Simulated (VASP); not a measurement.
# Sc5W (F-43m) in VASP: a series of runs

Runs on Sc5W. Level: PBE. Tasks: single point, relaxation of cell and atoms.

All numbers are computed with VASP 6.6.1; they aren't measurements. Logs are shortened: lines on timing, memory, paths and dates and some standing lists are left out, and cuts for length are marked.

## Step 1: The cell of the first run

It takes space group F-43m (No. 216, cubic). Conventional cell: a = 7.891 Å, b = 7.891 Å, c = 7.891 Å, α = 90.00°, β = 90.00°, γ = 90.00°. Sc (site symmetry -43m) has 12 Sc at 3.27 Å and 4 W at 3.42 Å within 4.3 Å. Within 3.7 Å of Sc (site symmetry 3m) lie 9 Sc at 2.79 to 3.27 Å and 3 W at 3.27 Å. W (site symmetry -43m) has 16 Sc at 3.27 to 3.42 Å within 4.3 Å.

## Step 2: Single point, PBE

The input, INCAR:

```
SYSTEM = Sc5W
PREC = Accurate
ENCUT = 520
EDIFF = 1E-7
ISMEAR = 0
SIGMA = 0.1
LREAL = .False.
LASPH = .True.
NELM = 100
ALGO = Normal
ISIF = 2
LWAVE = .False.
LCHARG = .False.
GGA = PE
NBANDS = 44
```

The input, KPOINTS:

```
Automatic mesh
0
Gamma
  4 4 4
  0 0 0
```

The input, POSCAR:

```
Sc5W
1.0
    0.0000000000      3.9453488500      3.9453488500
    3.9453488500      0.0000000000      3.9453488500
    3.9453488500      3.9453488500      0.0000000000
Sc W
5 1
Direct
    0.2500000000      0.2500000000      0.2500000000
    0.1250000000      0.6250000000      0.6250000000
    0.6250000000      0.6250000000      0.6250000000
    0.6250000000      0.1250000000      0.6250000000
    0.6250000000      0.6250000000      0.1250000000
    0.0000000000      0.0000000000      0.0000000000
```

Potentials or basis: VASP PAW PBE potentials, release 64 (Sc_sv, W_sv).

Launch:

```sh
$ cat potpaw_PBE.64/Sc_sv/POTCAR potpaw_PBE.64/W_sv/POTCAR > POTCAR
$ mpirun -np 1 vasp_std > vasp.out
```

OUTCAR:

```text
SYSTEM = Sc5W
   PREC = Accurate
   ENCUT = 520
   EDIFF = 1E-7
   ISMEAR = 0
   LREAL = .False.
   LASPH = .True.
   NELM = 100
   ISIF = 2
   GGA = PE

 ion  position               nearest neighbor table
   1  0.250  0.250  0.250-   2 3.27   4 3.27   5 3.27   2 3.27   3 3.27   4 3.27   2 3.27   5 3.27
                             4 3.27   5 3.27   3 3.27   3 3.27   6 3.42   6 3.42   6 3.42   6 3.42
   2  0.125  0.625  0.625-   3 2.79   5 2.79   4 2.79   3 2.79   4 2.79   5 2.79   6 3.27   1 3.27
                             6 3.27   1 3.27   6 3.27   1 3.27
   3  0.625  0.625  0.625-   2 2.79   4 2.79   5 2.79   5 2.79   4 2.79   2 2.79   1 3.27   6 3.27
                             1 3.27   6 3.27   1 3.27   6 3.27
   4  0.625  0.125  0.625-   3 2.79   5 2.79   2 2.79   3 2.79   5 2.79   2 2.79   6 3.27   1 3.27
                             1 3.27   6 3.27   1 3.27   6 3.27
   5  0.625  0.625  0.125-   3 2.79   2 2.79   3 2.79   4 2.79   4 2.79   2 2.79   1 3.27   1 3.27
                             6 3.27   6 3.27   1 3.27   6 3.27
   6  0.000  0.000  0.000-   4 3.27   5 3.27   2 3.27   5 3.27   2 3.27   3 3.27   4 3.27   2 3.27
                             4 3.27   5 3.27   3 3.27   3 3.27   1 3.42   1 3.42   1 3.42   1 3.42

  LATTYP: Found a face centered cubic cell.
 ALAT       =     7.8906977000

  Lattice vectors:

 A1 = (   0.0000000000,   3.9453488500,   3.9453488500)
 A2 = (   3.9453488500,   0.0000000000,   3.9453488500)
 A3 = (   3.9453488500,   3.9453488500,   0.0000000000)

Analysis of symmetry for initial positions (statically):
=====================================================================
 Subroutine PRICEL returns:
 Original cell was already a primitive cell.

 Routine SETGRP: Setting up the symmetry group for a
 face centered cubic supercell.

 Subroutine GETGRP returns: Found 24 space group operations
 (whereof 24 operations were pure point group operations)
 out of a pool of 48 trial point group operations.

The static configuration has the point symmetry T_d .

Analysis of symmetry for dynamics (positions and initial velocities):
=====================================================================
 Subroutine PRICEL returns:
 Original cell was already a primitive cell.

 Routine SETGRP: Setting up the symmetry group for a
 face centered cubic supercell.

 Subroutine GETGRP returns: Found 24 space group operations
 (whereof 24 operations were pure point group operations)
 out of a pool of 48 trial point group operations.

The dynamic configuration has the point symmetry T_d .

 Subroutine INISYM returns: Found 24 space group operations
 (whereof 24 operations are pure point group operations),
 and found     1 'primitive' translations

----------------------------------------------------------------------------------------

                                     Primitive cell

  volume of cell :     122.8248

  direct lattice vectors                    reciprocal lattice vectors
     0.000000000  3.945348850  3.945348850    -0.126731506  0.126731506  0.126731506
     3.945348850  0.000000000  3.945348850     0.126731506 -0.126731506  0.126731506
     3.945348850  3.945348850  0.000000000     0.126731506  0.126731506 -0.126731506

  length of vectors
     5.579565852  5.579565852  5.579565852     0.219505407  0.219505407  0.219505407

  position of ions in fractional coordinates (direct lattice)
     0.250000000  0.250000000  0.250000000
     0.125000000  0.625000000  0.625000000
     0.625000000  0.625000000  0.625000000
     0.625000000  0.125000000  0.625000000
     0.625000000  0.625000000  0.125000000
     0.000000000  0.000000000  0.000000000

  ion indices of the primitive-cell ions
   primitive index   ion index
                 1           1
                 2           2
                 3           3
                 4           4
                 5           5
                 6           6

----------------------------------------------------------------------------------------

 KPOINTS: Automatic mesh

Automatic generation of k-mesh.
 Grid dimensions read from file:
 generate k-points for:    4    4    4

 Generating k-lattice:

  Cartesian coordinates                     Fractional coordinates (reciprocal lattice)
    -0.031682876  0.031682876  0.031682876     0.250000000  0.000000000  0.000000000
     0.031682876 -0.031682876  0.031682876     0.000000000  0.250000000  0.000000000
     0.031682876  0.031682876 -0.031682876     0.000000000  0.000000000  0.250000000

  Length of vectors
     0.054876352  0.054876352  0.054876352

  Shift w.r.t. Gamma in fractional coordinates (k-lattice)
     0.000000000  0.000000000  0.000000000

 Subroutine IBZKPT returns following result:
 ===========================================

 Found      8 irreducible k-points:

 Following reciprocal coordinates:
            Coordinates               Weight
  0.000000  0.000000  0.000000      1.000000
  0.250000  0.000000  0.000000      8.000000
  0.500000  0.000000  0.000000      4.000000
  0.250000  0.250000  0.000000      6.000000
  0.500000  0.250000  0.000000     24.000000
 -0.250000  0.250000  0.000000     12.000000
  0.500000  0.500000  0.000000      3.000000
 -0.250000  0.500000  0.250000      6.000000
   k-points           NKPTS =      8   k-points in BZ     NKDIM =      8   number of bands    NBANDS=     44
   number of dos      NEDOS =    301   number of ions     NIONS =      6
   total plane-waves  NPLWV =  74088
   dimension x,y,z NGX =    42 NGY =   42 NGZ =   42
   dimension x,y,z NGXF=    84 NGYF=   84 NGZF=   84
   ions per type =               5   1
   NGX,Y,Z   is equivalent  to a cutoff of  12.51, 12.51, 12.51 a.u.
   NGXF,Y,Z  is equivalent  to a cutoff of  25.03, 25.03, 25.03 a.u.
 SYSTEM =  Sc5W
   PREC   = accura    normal or accurate (medium, high low for compatibility)
   ISTART =      0    job   : 0-new  1-cont  2-samecut
   ICHARG =      2    charge: 1-file 2-atom 10-const
   ISPIN  =      1    spin polarized calculation?
   LNONCOLLINEAR =      F non collinear calculations
   LSORBIT =      F    spin-orbit coupling
   LASPH  =      T    aspherical Exc in radial PAW
   ENCUT  =  520.0 eV  38.22 Ry    6.18 a.u.  10.37 10.37 10.37*2*pi/ulx,y,z
   NELM   =    100;   NELMIN=  2; NELMDL= -5     # of ELM steps
   EDIFF  = 0.1E-06   stopping-criterion for ELM
   LREAL  =      F    real-space projection
   EDIFFG = 0.1E-05   stopping-criterion for IOM
   NSW    =      0    number of steps for IOM
   IBRION =     -1    ionic relax: 0-MD 1-quasi-New 2-CG
   NFREE  =      0    steps in history (QN), initial steepest desc. (CG)
   ISIF   =      2    stress and relaxation
   ISYM   =      2    0-nonsym 1-usesym 2-fastsym
   POTIM  = 0.5000    time-step for ionic-motion
   TEBEG  =    0.0;   TEEND  =   0.0 temperature during run
   PSTRESS=    0.0 pullay stress
   NELECT =      69.0000    total number of electrons
   NUPDOWN=      -1.0000    fix difference up-down
   EMIN   =  10.00;   EMAX   =-10.00  energy-range for DOS
   EFERMI =   0.00;   METHOD = LEGACY
   ISMEAR =     0;   SIGMA  =   0.10  broadening in eV -4-tet -1-fermi 0-gaus
   EFERMI_NEDOS =   21; number of points for ismear=-14 and -15
   IALGO  =     38    algorithm
   IMIX   =      4    mixing-type and parameters
     AMIX     =   0.40;   BMIX     =  1.00
     AMIX_MAG =   1.60;   BMIX_MAG =  1.00
  volume/ion in A,a.u.               =      20.47       138.14
  Fermi-wavevector in a.u.,A,eV,Ry     =   1.350815  2.552670 24.826556  1.824700
  Thomas-Fermi vector in A             =   2.478288
   LORBIT       =      0    0 simple, 1 ext, 2 COOP (PROOUT), +10 PAW based schemes
   GGA     = PE    functional components
   LHFCALC =     F    Hartree Fock is set to
   AEXX    =    0.0000 exact exchange contribution
   IVDW    =     0    specifies the selected vdW correction
   LEPSILON=     F    determine dielectric tensor
   LRPA    =     F    only Hartree local field effects (RPA)
 non-spin polarized calculation
 Gauss-broadening in eV      SIGMA  =   0.10
  energy-cutoff  :      520.00
  volume of cell :      122.82
 maximum number of plane-waves:      3329
 NGX is ok and might be reduce to    42
   NGX = 21   NGY = 21   NGZ = 21

 number of electron      68.9999999 magnetization

 Free energy of the ion-electron system (eV)
  ---------------------------------------------------
  ext. energy  EPLUGINS =         0.00000000
  ---------------------------------------------------
  free energy    TOTEN  =       -40.31442641 eV

  energy without entropy =      -40.25375723  energy(sigma->0) =      -40.28409182

 E-fermi :   5.1784     XC(G=0): -10.8964

 val. band max:        5.1468864166   @ k =   0.5000   0.2500   0.0000
 cond. band min:       5.1864095125   @ k =   0.2500   0.0000   0.0000
 fundamental gap:      0.0395230959
 Fermi energy:         5.1784184358

 k-point     1 :       0.0000    0.0000    0.0000
  band No.  band energies     occupation
      1     -68.3823      2.00000
      2     -44.2084      2.00000
      3     -43.7662      2.00000
      4     -43.5192      2.00000
      5     -43.5192      2.00000
      6     -43.5192      2.00000
[... 36 lines left out ...]
     43       7.4201      0.00000
     44       7.4897      0.00000

 k-point     2 :       0.2500    0.0000    0.0000
  band No.  band energies     occupation
      1     -68.3823      2.00000
      2     -44.2077      2.00000
      3     -43.7415      2.00000
      4     -43.5459      2.00000
      5     -43.5193      2.00000
      6     -43.5193      2.00000
[... 36 lines left out ...]
     43       7.1006      0.00000
     44       7.2766      0.00000

 k-point     3 :       0.5000    0.0000    0.0000
  band No.  band energies     occupation
      1     -68.3823      2.00000
      2     -44.2070      2.00000
      3     -43.7069      2.00000
      4     -43.5824      2.00000
      5     -43.5193      2.00000
      6     -43.5193      2.00000
[... 36 lines left out ...]
     43       7.0307      0.00000
     44       7.6387      0.00000

 k-point     4 :       0.2500    0.2500    0.0000
  band No.  band energies     occupation
      1     -68.3823      2.00000
      2     -44.2075      2.00000
      3     -43.7315      2.00000
      4     -43.5564      2.00000
      5     -43.5194      2.00000
      6     -43.5194      2.00000
[... 36 lines left out ...]
     43       7.0378      0.00000
     44       7.3761      0.00000

 k-point     5 :       0.5000    0.2500    0.0000
  band No.  band energies     occupation
      1     -68.3823      2.00000
      2     -44.2069      2.00000
      3     -43.6889      2.00000
      4     -43.6010      2.00000
      5     -43.5194      2.00000
      6     -43.5194      2.00000
[... 36 lines left out ...]
     43       7.0217      0.00000
     44       7.6660      0.00000

 k-point     6 :      -0.2500    0.2500    0.0000
  band No.  band energies     occupation
      1     -68.3823      2.00000
      2     -44.2071      2.00000
      3     -43.7067      2.00000
      4     -43.5826      2.00000
      5     -43.5194      2.00000
      6     -43.5193      2.00000
[... 36 lines left out ...]
     43       7.1212      0.00000
     44       7.1247      0.00000

 k-point     7 :       0.5000    0.5000    0.0000
  band No.  band energies     occupation
      1     -68.3823      2.00000
      2     -44.2067      2.00000
      3     -43.6461      2.00000
      4     -43.6443      2.00000
      5     -43.5195      2.00000
      6     -43.5195      2.00000
[... 36 lines left out ...]
     43       6.9652      0.00000
     44       7.4272      0.00000

 k-point     8 :      -0.2500    0.5000    0.2500
  band No.  band energies     occupation
      1     -68.3823      2.00000
      2     -44.2067      2.00000
      3     -43.6461      2.00000
      4     -43.6445      2.00000
      5     -43.5195      2.00000
      6     -43.5194      2.00000
[... 36 lines left out ...]
     43       7.4463      0.00000
     44       7.7271      0.00000

------------------------ aborting loop because EDIFF is reached ----------------------------------------

  FORCE on cell =-STRESS in cart. coord.  units (eV):
  Direction    XX          YY          ZZ          XY          YZ          ZX
  --------------------------------------------------------------------------------------
  -------------------------------------------------------------------------------------
  Total        4.2232274      4.2232274      4.2232274      0.0000000     -0.0000000     -0.0000000
  in kB       55.0894995     55.0894995     55.0894995      0.0000000     -0.0000000     -0.0000000
  external PRESSURE =      55.0894995 kB  Pullay stress =       0.0000000 kB

 VOLUME and BASIS-vectors are now :
 -----------------------------------------------------------------------------
  energy-cutoff  :      520.00
  volume of cell :      122.82
      direct lattice vectors                 reciprocal lattice vectors
     0.000000000  3.945348850  3.945348850    -0.126731506  0.126731506  0.126731506
     3.945348850  0.000000000  3.945348850     0.126731506 -0.126731506  0.126731506
     3.945348850  3.945348850  0.000000000     0.126731506  0.126731506 -0.126731506

 POSITION                                       TOTAL-FORCE (eV/Angst)
 -----------------------------------------------------------------------------------
      1.97267      1.97267      1.97267        -0.000000     -0.000000     -0.000000
      4.93169      2.95901      2.95901         0.351979     -0.351979     -0.351979
      4.93169      4.93169      4.93169         0.351979      0.351979      0.351979
      2.95901      4.93169      2.95901        -0.351979      0.351979     -0.351979
      2.95901      2.95901      4.93169        -0.351979     -0.351979      0.351979
      0.00000      0.00000      0.00000        -0.000000     -0.000000     -0.000000
 -----------------------------------------------------------------------------------
    total drift:                               -0.000000     -0.000000     -0.000000

  FREE ENERGIE OF THE ION-ELECTRON SYSTEM (eV)
  ---------------------------------------------------
  free  energy   TOTEN  =       -40.3144264149 eV

  energy  without entropy=      -40.2537572263  energy(sigma->0) =      -40.28409182
```

Wall time 97 s (1 thread of AMD EPYC 7R43 (Zen 3), shared host); peak memory 0.22 GiB.

Results:

* Free energy: -40.3144 eV
* Pressure: 5.5 GPa

Caveat: spin-orbit coupling is left out, which moves the levels of the heavy elements.

(Continued in part 2 of 2.)
